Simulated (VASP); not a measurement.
Write the native input for VASP 6.6.1 that does the following.

```
Task                   : single point
Functional             : PBEsol
Potentials or basis    : VASP PAW PBE potentials, release 64 (Pt)
Cutoff                 : 520 eV
k mesh                 : 19 × 19 × 19
Occupations            : methfessel-paxton, width 0.1 eV
Spin                   : no spin polarisation
Dipole correction      : no
Further INCAR settings : ALGO = Normal; EDIFF = 1e-06; NBANDS = 11
```

The structure of Pt lies in POSCAR:

```
Pt
1.0
   -1.5607859924      1.5607859924      1.5607859924
    1.5607859924     -1.5607859924      1.5607859924
    1.5607859924      1.5607859924     -1.5607859924
Pt
1
Direct
    0.0000000000      0.0000000000      0.0000000000
```

One way to write it, as run:

INCAR

```
SYSTEM = Pt
PREC     = Accurate       ! precision mode
ENCUT    = 520            ! plane-wave cutoff, eV
EDIFF    = 1E-6           ! SCF threshold, eV
ISMEAR   = 1              ! smearing method
SIGMA    = 0.1            ! smearing width, eV
LREAL    = .FALSE.        ! projectors in reciprocal space
LASPH    = .TRUE.         ! aspherical terms in the spheres
NELM     = 100            ! most SCF steps
ALGO     = Normal         ! electronic algorithm
ISIF     = 2              ! what is computed and relaxed
LWAVE    = .FALSE.        ! write WAVECAR
LCHARG   = .TRUE.         ! write CHGCAR
GGA      = PS             ! functional
LELF     = .TRUE.         ! ELF
LVHAR    = .TRUE.       
NBANDS   = 11             ! bands
```

KPOINTS

```
regular mesh
0
G
  19 19 19
  0 0 0
```

Potentials or basis: VASP PAW PBE potentials, release 64 (Pt).

Command:

```bash
$ cat potpaw_PBE.64/Pt/POTCAR > POTCAR
$ mpirun -np 1 vasp_std > vasp.out
```

It gave:

```yaml
Pressure: -0.3 GPa
Band_gap_on_the_k_mesh: zero (band 5 reaches 11.74 eV, above the bottom of band 6 at 9.54 eV)
```

Caveat: the PAW data sets were made with another functional, which shifts forces and pressure a little; spin-orbit coupling is left out, which moves the levels of the heavy elements.

Run time: 11 s on 1 thread of Intel(R) Xeon(R) 6975P-C (Granite Rapids), on a shared host, peak memory 0.15 GiB.
